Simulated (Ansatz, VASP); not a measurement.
## Sc2GaS in VASP and in Ansatz

```
Sc Ga S
1.0
     4.97197    0.00000    0.00000
    -2.48599    4.30585    0.00000
     0.00000    0.00000    5.00923
Sc Ga S
2 1 1
Cartesian
  0.0000 2.8706 0.0000
  2.4860 1.4353 0.0000
  0.0000 0.0000 0.0000
  0.0000 0.0000 2.5046
```

Alike in both runs: functional PBE; k mesh 6 × 6 × 4; occupations gaussian, width 0.1 eV; no spin polarisation.

Ansatz relaxed the structure, and its values are those at the end. VASP's run is a single point on that final structure, the one shown.

|  | VASP | Ansatz |
| --- | --- | --- |
| version | VASP 6.6.1 | Ansatz 0.2.0 |
| potentials or method | VASP PAW PBE potentials, release 64 (Sc_sv, Ga_d, S), cutoff 520 eV | scalar-relativistic, plane waves, PAW |
| valence electrons in the cell | 41 | 41 |

|  | VASP | Ansatz | Ansatz less VASP |
| --- | --- | --- | --- |
| gap on the k mesh at the Fermi level (eV) | none | none | - |
| pressure (GPa) | 0.1 | 0.1 | -0.04 |

A gap of «none» marks a metal or a gap that the smearing closes.
